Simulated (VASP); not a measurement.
A run of VASP 6.6.1:

Contents of INCAR:

```
SYSTEM = Mo
ALGO = Fast ; EDIFF = 1E-6
ENCUT = 520 ; GGA = PE
ISIF = 2 ; ISMEAR = 0
LASPH = .TRUE. ; LCHARG = .FALSE.
LREAL = .FALSE. ; LWAVE = .FALSE.
NBANDS = 13 ; NELM = 100
PREC = Accurate ; SIGMA = 0.15
```

The input KPOINTS:

```
k-points
0
G
  22 22 22
  0 0 0
```

The input POSCAR:

```
Mo
1.0
   -1.7570583504      1.5582503393      1.5582503393
    1.5582503393     -1.7570583504      1.5582503393
    1.5582503393      1.5582503393     -1.7570583504
Mo
1
Direct
    0.0000000000      0.0000000000      0.0000000000
```

Potentials or basis: VASP PAW PBE potentials, release 64 (Mo_sv).

Run with:

```bash
$ cat potpaw_PBE.64/Mo_sv/POTCAR > POTCAR
$ mpirun -np 1 vasp_std > vasp.out
```

Hardware: 1 thread of AMD EPYC 9R45 96-Core Processor (Zen 5), on a shared host.

**Question.** Estimate the wall time of this run.

**Answer.** Wall time 2.1 min on 1 thread of AMD EPYC 9R45 96-Core Processor (Zen 5), on a shared host, peak memory 0.26 GiB. Counts: scf iterations 13, k points 1024.
